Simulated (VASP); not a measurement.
Wanted: the native input for a VASP 6.6.1 run.

```yaml
Task: single point
Functional: r2SCAN
Potentials_or_basis: VASP PAW PBE potentials, release 64 (Be, Li_sv)
Cutoff: 520 eV
k_mesh: 5 × 5 × 3
Occupations: gaussian, width 0.1 eV
Spin: no spin polarisation
Dipole_correction: no
Further_INCAR_settings: LREAL = Auto; ALGO = Normal; EDIFF = 1e-06; NBANDS = 32
```

LiBe16 (a cell with a defect):

```xyz
17
Lattice="-2.2900 -3.9664 0.0000 3.4350 -1.9832 0.0000 0.0000 0.0000 7.1769" Properties=species:S:1:pos:R:3 pbc="T T T"
Be    0.1115   -3.9858   -0.0481
Be    0.2247   -2.7175    1.7310
Be   -0.0885   -3.7423    3.5441
Be    0.2197   -2.7169    5.3556
Be   -1.0082   -2.0334   -0.0491
Be    2.5273   -2.7558    1.7176
Be   -1.7129   -1.7730    3.5360
Be    2.5238   -2.7516    5.3609
Be    1.3172   -2.0116   -0.0469
Be    1.2357   -0.6699    1.7195
Be    0.0916   -1.6624    3.5459
Be    1.2332   -0.6730    5.3588
Be    0.1364   -0.0274   -0.0498
Be    1.1817   -4.6835    1.7113
Be    0.3395    0.2100    3.5397
Be    1.1854   -4.6810    5.3648
Li    1.9135   -1.7564    3.5341
```

These files were run (other wordings do the same):

POSCAR

```
LiBe16
1.0
   -2.2900000000     -3.9663960000      0.0000000000
    3.4350000000     -1.9831980000      0.0000000000
    0.0000000000      0.0000000000      7.1768600000
Be Li
16 1
Direct
    0.7414910950      0.5267931051     -0.0066994851
    0.4893215951      0.3916207435      0.2411856624
    0.7172828930      0.4524365837      0.4938233280
    0.4897480402      0.3904455853      0.7462336890
    0.4945625172      0.0361995590     -0.0068462704
    0.2451879675      0.8991946178      0.2393189892
    0.5222515168     -0.1504987831      0.4926878329
    0.2447659973      0.8979198535      0.7469637843
    0.2365657491      0.5411691183     -0.0065279834
   -0.0082316182      0.3542548830      0.2395843066
    0.3043386924      0.2295528575      0.4940690362
   -0.0073759012      0.3541037847      0.7466719790
   -0.0097065952      0.0332275841     -0.0069346377
    0.7565899765      0.8484068948      0.2384519537
   -0.0767734837      0.0476536733      0.4932146362
    0.7557173610      0.8489148978      0.7475202584
    0.1232257771      0.6392094017      0.4924361007
```

INCAR.step1

```
PREC = Accurate
ENCUT = 520
ISMEAR = 0
SIGMA = 0.1
LREAL = Auto
LASPH = True
NELM = 60
NBANDS = 32
GGA = PE
ALGO = Normal
EDIFF = 1E-4
LWAVE = True
LCHARG = False
```

INCAR.step2

```
PREC = Accurate
ENCUT = 520
EDIFF = 1E-6
ISMEAR = 0
SIGMA = 0.1
LREAL = Auto
LASPH = True
NELM = 60
ALGO = Normal
ISIF = 2
LWAVE = False
LCHARG = False
METAGGA = R2SCAN
LMIXTAU = True
NBANDS = 32
ISTART = 1
```

KPOINTS

```
regular mesh
0
Gamma
  5 5 3
```

Potentials or basis: VASP PAW PBE potentials, release 64 (Be, Li_sv).

Launch:

```bash
$ cat potpaw_PBE.64/Be/POTCAR potpaw_PBE.64/Li_sv/POTCAR > POTCAR
$ cp INCAR.step1 INCAR
$ mpirun -np 1 vasp_std > vasp.out
$ cp INCAR.step2 INCAR
$ mpirun -np 1 vasp_std > vasp.out
```

Results of the run:

* Largest force: 0.074 eV/Å
* Band gap on the k mesh: zero (an odd number of electrons rules out a gap without spin polarisation)

Caveat: the PAW data sets were made with another functional, which shifts forces and pressure a little.

Wall time 18 min on 1 thread of Intel(R) Xeon(R) Platinum 8488C (Sapphire Rapids), with other jobs on the host, peak memory 0.3 GiB.
